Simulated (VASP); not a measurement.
# PrYSe3 (Pm) in VASP: relaxation of cell and atoms with PBE

Aim: the relaxation of cell and atoms of PrYSe3 with PBE.

Program: VASP 6.6.1. These are calculated values, not measurements. Logs are shortened: lines on timing, memory, paths and dates and some standing lists are left out, and cuts for length are marked.

## Step 1: The cell of the first run

Symmetry: Pm, No. 6, monoclinic system. The conventional cell has a = 5.707 Å, b = 4.534 Å, c = 7.524 Å, α = 90.00°, β = 111.80°, γ = 90.00°. Pr (site symmetry m) has 6 Se at 2.95 to 3.06 Å within 3.9 Å. Within 3.6 Å of Y (site symmetry m) lie 5 Se at 2.71 to 2.88 Å. Within 3.7 Å of Se (site symmetry m) lie 2 Y at 2.79 Å and 2 Pr at 2.96 Å. Within 3.6 Å of Se (site symmetry m) lie 1 Y at 2.71 Å and 2 Pr at 2.95 Å. Within 4.0 Å of Se (site symmetry m) lie 2 Y at 2.87 to 2.88 Å and 2 Pr at 3.06 Å and 5 Se at 3.86 to 3.93 Å.

The cell was generated, and may not be a known phase.

## Step 2: Relaxation of cell and atoms, PBE

INCAR

```
SYSTEM = PrYSe3
PREC = Accurate
ENCUT = 500
EDIFF = 1E-7
ISMEAR = 0
SIGMA = 0.02
LREAL = .FALSE.
LASPH = .TRUE.
NELM = 200
ALGO = Normal
ISIF = 3
LWAVE = .FALSE.
LCHARG = .FALSE.
GGA = PE
IBRION = 2
NSW = 100
EDIFFG = -0.01
GGA_COMPAT = .FALSE.
NELMIN = 4
LMAXMIX = 6
```

KPOINTS

```
regular mesh
0
G
  6 6 4
  0 0 0
```

POSCAR

```
PrYSe3
1.0
    5.7074724965      0.0000000000      0.0000000000
    0.0000000000      4.5344429072      0.0000000000
   -2.7942338363      0.0000000000      6.9857495084
Pr Y Se
1 1 3
Direct
    0.8520043460      0.0000000000      0.1921895151
    0.5209900450      0.5000000000      0.5357967744
    0.4062888711      0.0000000000      0.3029108594
    0.7141771078      0.5000000000      0.9230910886
    0.9965376602      0.5000000000      0.4860087925
```

Potentials or basis: VASP PAW PBE potentials, release 64 (Pr_3, Y_sv, Se), 4f in core.

The run is started by

```sh
$ cat potpaw_PBE.64/Pr_3/POTCAR potpaw_PBE.64/Y_sv/POTCAR potpaw_PBE.64/Se/POTCAR > POTCAR
$ mpirun -np 1 vasp_std > vasp.out
```

OUTCAR:

```text
SYSTEM = PrYSe3
   PREC = Accurate
   ENCUT = 500
   EDIFF = 1E-7
   ISMEAR = 0
   LREAL = .FALSE.
   LASPH = .TRUE.
   NELM = 200
   ISIF = 3
   GGA = PE
   IBRION = 2
   NSW = 100
   EDIFFG = -0.01
   NELMIN = 4

 ion  position               nearest neighbor table
   1  0.852  0.000  0.192-   4 2.95   4 2.95   3 2.96   3 2.96   5 3.06   5 3.06
   2  0.521  0.500  0.536-   4 2.71   3 2.79   3 2.79   5 2.87   5 2.88
   3  0.406  0.000  0.303-   2 2.79   2 2.79   1 2.96   1 2.96
   4  0.714  0.500  0.923-   2 2.71   1 2.95   1 2.95
   5  0.997  0.500  0.486-   2 2.87   2 2.88   1 3.06   1 3.06

  LATTYP: Found a simple monoclinic cell.
 ALAT       =     5.7074724965
 B/A-ratio  =     0.7944747714
 C/A-ratio  =     1.3182469098
 COS(beta)  =    -0.3713831180

  Lattice vectors:

 A1 = (   5.7074724965,   0.0000000000,   0.0000000000)
 A2 = (   0.0000000000,   4.5344429072,   0.0000000000)
 A3 = (  -2.7942338363,   0.0000000000,   6.9857495084)

Analysis of symmetry for initial positions (statically):
=====================================================================
 Subroutine PRICEL returns:
 Original cell was already a primitive cell.

 Routine SETGRP: Setting up the symmetry group for a
 simple monoclinic supercell.

 Subroutine GETGRP returns: Found  2 space group operations
 (whereof  2 operations were pure point group operations)
 out of a pool of  4 trial point group operations.

The static configuration has the point symmetry C_1h.

Analysis of symmetry for dynamics (positions and initial velocities):
=====================================================================
 Subroutine PRICEL returns:
 Original cell was already a primitive cell.

 Routine SETGRP: Setting up the symmetry group for a
 simple monoclinic supercell.

 Subroutine GETGRP returns: Found  2 space group operations
 (whereof  2 operations were pure point group operations)
 out of a pool of  4 trial point group operations.

The dynamic configuration has the point symmetry C_1h.

 Subroutine INISYM returns: Found  2 space group operations
 (whereof  2 operations are pure point group operations),
 and found     1 'primitive' translations

----------------------------------------------------------------------------------------

                                     Primitive cell

  volume of cell :     180.7927

  direct lattice vectors                    reciprocal lattice vectors
     5.707472497  0.000000000  0.000000000     0.175208904  0.000000000  0.070081907
     0.000000000  4.534442907  0.000000000     0.000000000  0.220534258  0.000000000
    -2.794233836  0.000000000  6.985749508     0.000000000  0.000000000  0.143148562

  length of vectors
     5.707472497  4.534442907  7.523857982     0.188705150  0.220534258  0.143148562

  position of ions in fractional coordinates (direct lattice)
     0.852004346  0.000000000  0.192189515
     0.520990045  0.500000000  0.535796774
     0.406288871  0.000000000  0.302910859
     0.714177108  0.500000000  0.923091089
     0.996537660  0.500000000  0.486008793

  ion indices of the primitive-cell ions
   primitive index   ion index
                 1           1
                 2           2
                 3           3
                 4           4
                 5           5

----------------------------------------------------------------------------------------

 KPOINTS: regular mesh

Automatic generation of k-mesh.
 Grid dimensions read from file:
 generate k-points for:    6    6    4

 Generating k-lattice:

  Cartesian coordinates                     Fractional coordinates (reciprocal lattice)
     0.029201484  0.000000000  0.011680318     0.166666667  0.000000000  0.000000000
     0.000000000  0.036755710  0.000000000     0.000000000  0.166666667  0.000000000
     0.000000000  0.000000000  0.035787141     0.000000000  0.000000000  0.250000000

  Length of vectors
     0.031450858  0.036755710  0.035787141

  Shift w.r.t. Gamma in fractional coordinates (k-lattice)
     0.000000000  0.000000000  0.000000000

 Subroutine IBZKPT returns following result:
 ===========================================

 Found     56 irreducible k-points:

 Following reciprocal coordinates:
            Coordinates               Weight
  0.000000  0.000000  0.000000      1.000000
  0.166667  0.000000 -0.000000      2.000000
  0.333333  0.000000  0.000000      2.000000
  0.500000  0.000000  0.000000      1.000000
  0.000000  0.166667  0.000000      2.000000
  0.166667  0.166667 -0.000000      4.000000
[... 16 lines left out ...]
  0.000000  0.166667  0.250000      4.000000
  0.166667  0.166667  0.250000      4.000000
 [... further k-points ...]
   k-points           NKPTS =     56   k-points in BZ     NKDIM =     56   number of bands    NBANDS=     24
   number of dos      NEDOS =    301   number of ions     NIONS =      5
   total plane-waves  NPLWV =  84672
   dimension x,y,z NGX =    42 NGY =   36 NGZ =   56
   dimension x,y,z NGXF=    84 NGYF=   72 NGZF=  112
   ions per type =               1   1   3
   NGX,Y,Z   is equivalent  to a cutoff of  12.23, 13.20, 12.37 a.u.
   NGXF,Y,Z  is equivalent  to a cutoff of  24.47, 26.40, 24.75 a.u.
 SYSTEM =  PrYSe3
   PREC   = accura    normal or accurate (medium, high low for compatibility)
   ISTART =      0    job   : 0-new  1-cont  2-samecut
   ICHARG =      2    charge: 1-file 2-atom 10-const
   ISPIN  =      1    spin polarized calculation?
   LNONCOLLINEAR =      F non collinear calculations
   LSORBIT =      F    spin-orbit coupling
   LASPH  =      T    aspherical Exc in radial PAW
   ENCUT  =  500.0 eV  36.75 Ry    6.06 a.u.  10.41  8.27 13.72*2*pi/ulx,y,z
   NELM   =    200;   NELMIN=  4; NELMDL= -5     # of ELM steps
   EDIFF  = 0.1E-06   stopping-criterion for ELM
   LREAL  =      F    real-space projection
   EDIFFG = -.1E-01   stopping-criterion for IOM
   NSW    =    100    number of steps for IOM
   IBRION =      2    ionic relax: 0-MD 1-quasi-New 2-CG
   NFREE  =      1    steps in history (QN), initial steepest desc. (CG)
   ISIF   =      3    stress and relaxation
   ISYM   =      2    0-nonsym 1-usesym 2-fastsym
   POTIM  = 0.5000    time-step for ionic-motion
   TEBEG  =    0.0;   TEEND  =   0.0 temperature during run
   PSTRESS=    0.0 pullay stress
   NELECT =      40.0000    total number of electrons
   NUPDOWN=      -1.0000    fix difference up-down
   EMIN   =  10.00;   EMAX   =-10.00  energy-range for DOS
   EFERMI =   0.00;   METHOD = LEGACY
   ISMEAR =     0;   SIGMA  =   0.02  broadening in eV -4-tet -1-fermi 0-gaus
   EFERMI_NEDOS =   21; number of points for ismear=-14 and -15
   IALGO  =     38    algorithm
   IMIX   =      4    mixing-type and parameters
     AMIX     =   0.40;   BMIX     =  1.00
     AMIX_MAG =   1.60;   BMIX_MAG =  1.00
  volume/ion in A,a.u.               =      36.16       244.01
  Fermi-wavevector in a.u.,A,eV,Ry     =   0.990151  1.871113 13.339126  0.980398
  Thomas-Fermi vector in A             =   2.121800
   LORBIT       =      0    0 simple, 1 ext, 2 COOP (PROOUT), +10 PAW based schemes
   GGA     = PE    functional components
   LHFCALC =     F    Hartree Fock is set to
   AEXX    =    0.0000 exact exchange contribution
   IVDW    =     0    specifies the selected vdW correction
   LEPSILON=     F    determine dielectric tensor
   LRPA    =     F    only Hartree local field effects (RPA)
 conjugate gradient relaxation of ions
 non-spin polarized calculation
 Gauss-broadening in eV      SIGMA  =   0.02
  energy-cutoff  :      500.00
  volume of cell :      180.79
 maximum number of plane-waves:      4614
 NGX is ok and might be reduce to    42
   NGX = 21   NGY = 17   NGZ = 27

--------------------------------------- Ionic step        1  -------------------------------------------

 number of electron      39.9999998 magnetization

 Free energy of the ion-electron system (eV)
  ---------------------------------------------------
  ext. energy  EPLUGINS =         0.00000000
  ---------------------------------------------------
  free energy    TOTEN  =       -30.60757070 eV

  energy without entropy =      -30.60757070  energy(sigma->0) =      -30.60757070

------------------------ aborting loop because EDIFF is reached ----------------------------------------

  FORCE on cell =-STRESS in cart. coord.  units (eV):
  Direction    XX          YY          ZZ          XY          YZ          ZX
  --------------------------------------------------------------------------------------
  -------------------------------------------------------------------------------------
  Total        0.1087392      0.0143023      0.1286548      0.0000000      0.0000000     -0.0581856
  in kB        0.9636429      0.1267464      1.1401340      0.0000000      0.0000000     -0.5156389
  external PRESSURE =       0.7435078 kB  Pullay stress =       0.0000000 kB

 VOLUME and BASIS-vectors are now :
 -----------------------------------------------------------------------------
  energy-cutoff  :      500.00
  volume of cell :      180.79
      direct lattice vectors                 reciprocal lattice vectors
     5.707472497  0.000000000  0.000000000     0.175208904  0.000000000  0.070081907
     0.000000000  4.534442907  0.000000000     0.000000000  0.220534258  0.000000000
    -2.794233836  0.000000000  6.985749508     0.000000000  0.000000000  0.143148562
[... 79 lines left out ...]
 POSITION                                       TOTAL-FORCE (eV/Angst)
 -----------------------------------------------------------------------------------
      4.32909      0.00000      1.34185        -0.005044      0.000000      0.002351
      1.47587      2.26750      3.74602         0.000697      0.000000      0.003202
      1.47283      0.00000      2.11770         0.001769      0.000000      0.004391
      1.49500      2.26750      6.45492         0.000779      0.000000     -0.006795
      4.33205      2.26750      3.39693         0.001798      0.000000     -0.003149
 -----------------------------------------------------------------------------------
    total drift:                               -0.000097     -0.000000      0.000054

  FREE ENERGIE OF THE ION-ELECTRON SYSTEM (eV)
  ---------------------------------------------------
  free  energy   TOTEN  =       -30.6077190873 eV

  energy  without entropy=      -30.6077190873  energy(sigma->0) =      -30.60771909

--------------------------------------- Ionic step        4  -------------------------------------------

 number of electron      39.9999999 magnetization

 Free energy of the ion-electron system (eV)
  ---------------------------------------------------
  ext. energy  EPLUGINS =         0.00000000
  ---------------------------------------------------
  free energy    TOTEN  =       -30.60779198 eV

  energy without entropy =      -30.60779198  energy(sigma->0) =      -30.60779198

 E-fermi :   0.7501     XC(G=0):  -7.9129

 val. band max:        0.5970140150   @ k =   0.0000   0.0000   0.5000
 cond. band min:       2.7335392474   @ k =   0.0000   0.3333   0.5000
 fundamental gap:      2.1365252325
 Fermi energy:         0.7500670847

 k-point     1 :       0.0000    0.0000    0.0000
  band No.  band energies     occupation
      1     -41.5082      2.00000
      2     -35.1533      2.00000
      3     -21.5416      2.00000
      4     -21.5096      2.00000
      5     -21.4752      2.00000
      6     -17.1787      2.00000
[... 16 lines left out ...]
     23       3.8889      0.00000
     24       4.1057      0.00000
[... 598 lines left out ...]
      2     -35.1522      2.00000
      3     -21.5552      2.00000
      4     -21.5058      2.00000
      5     -21.4775      2.00000
      6     -17.1935      2.00000
[... 16 lines left out ...]
     23       3.9414      0.00000
     24       4.0818      0.00000

 [... further k-points ...]

------------------------ aborting loop because EDIFF is reached ----------------------------------------

  FORCE on cell =-STRESS in cart. coord.  units (eV):
  Direction    XX          YY          ZZ          XY          YZ          ZX
  --------------------------------------------------------------------------------------
  -------------------------------------------------------------------------------------
  Total       -0.0218115     -0.0221359     -0.0002255      0.0000000      0.0000000     -0.0312457
  in kB       -0.1929372     -0.1958068     -0.0019945      0.0000000      0.0000000     -0.2763895
  external PRESSURE =      -0.1302462 kB  Pullay stress =       0.0000000 kB

 VOLUME and BASIS-vectors are now :
 -----------------------------------------------------------------------------
  energy-cutoff  :      500.00
  volume of cell :      181.13
      direct lattice vectors                 reciprocal lattice vectors
     5.713006884  0.000000000 -0.006113937     0.175114274  0.000000000  0.070176545
     0.000000000  4.532387765  0.000000000     0.000000000  0.220634255  0.000000000
    -2.804426617  0.000000000  6.997995263     0.000152992  0.000000000  0.142959379

 POSITION                                       TOTAL-FORCE (eV/Angst)
 -----------------------------------------------------------------------------------
      4.32825      0.00000      1.33976        -0.008226      0.000000      0.002242
      1.47380      2.26619      3.74608         0.002225      0.000000      0.008037
      1.47177      0.00000      2.11756         0.001539      0.000000     -0.000639
      1.49140      2.26619      6.45522         0.001420      0.000000     -0.008719
      4.33037      2.26619      3.39513         0.003041      0.000000     -0.000921
 -----------------------------------------------------------------------------------
    total drift:                               -0.000159      0.000000      0.000036

  FREE ENERGIE OF THE ION-ELECTRON SYSTEM (eV)
  ---------------------------------------------------
  free  energy   TOTEN  =       -30.6077919813 eV

  energy  without entropy=      -30.6077919813  energy(sigma->0) =      -30.60779198

 reached required accuracy - stopping structural energy minimisation
```

It took 11 min on 1 thread of AMD EPYC 9R14 (Zen 4), shared host; peak memory 0.46 GiB.

Results:

* Free energy: -30.6078 eV
* Relaxed volume: 36.23 Å³/atom
* Relaxed cell: a = 5.713 Å, b = 4.532 Å, c = 7.539 Å, α = 90.00°, β = 111.90°, γ = 90.00°
* Space group after relaxing (to 0.1 Å): Amm2 (No. 38)
* Energy gained by relaxing: 0.0 meV/atom
* Ionic steps: 4
* Pressure after relaxing: 0.0 GPa
* Largest force after relaxing: 0.009 eV/Å
* Band gap on the k mesh: 2.14 eV (least direct gap 2.36 eV)

Forces in eV/Å, atoms in the order of the input:
```
Pr  -0.008  0.000  0.002
Y    0.002  0.000  0.008
Se   0.002  0.000 -0.001
Se   0.001  0.000 -0.009
Se   0.003  0.000 -0.001
```

The path:
```tsv
step	energy change (eV)	largest force (eV/Å)	pressure (GPa)	volume (Å³)
1	0.0000	0.0071	0.07	180.79
2	-0.0001	0.0080	-0.04	181.23
3	-0.0001	0.0068	-0.03	181.18
4	-0.0002	0.0088	-0.01	181.13
```

Final structure:
```xyz
5
Lattice="5.7130 0.0000 -0.0061 0.0000 4.5324 0.0000 -2.8044 0.0000 6.9980" Properties=species:S:1:pos:R:3 pbc="T T T"
Pr    4.3282    0.0000    1.3398
Y     1.4738    2.2662    3.7461
Se    1.4718    0.0000    2.1176
Se    1.4914    2.2662    6.4552
Se    4.3304    2.2662    3.3951
```

Levels at points of the mesh, in eV from the valence-band top:
| k point | band 18 | band 19 | band 20 | band 21 | band 22 | band 23 |
| --- | --- | --- | --- | --- | --- | --- |
| (0.00, 0.00, 0.00) | -0.43 | -0.36 | -0.14 | 2.41 | 2.53 | 3.29 |
| (0.50, 0.00, 0.00) | -1.02 | -0.46 | -0.12 | 2.51 | 3.05 | 3.52 |
| (0.00, 0.50, 0.00) | -0.68 | -0.55 | -0.54 | 2.90 | 3.03 | 3.32 |
| (0.50, 0.50, 0.00) | -1.22 | -0.98 | -0.20 | 2.95 | 3.16 | 3.25 |
| (0.00, 0.00, 0.50) | -0.66 | -0.08 | 0.00 | 2.36 | 2.74 | 3.19 |
| (0.50, 0.00, 0.50) | -1.03 | -0.45 | -0.12 | 2.52 | 3.05 | 3.52 |
| (0.00, 0.50, 0.50) | -0.82 | -0.60 | -0.33 | 2.22 | 3.17 | 3.36 |
| (0.50, 0.50, 0.50) | -1.21 | -0.99 | -0.21 | 2.96 | 3.16 | 3.24 |

Caveat: spin-orbit coupling is left out, which moves the levels of the heavy elements; the 4f electrons are frozen in the core, so they carry no moment and show no levels.
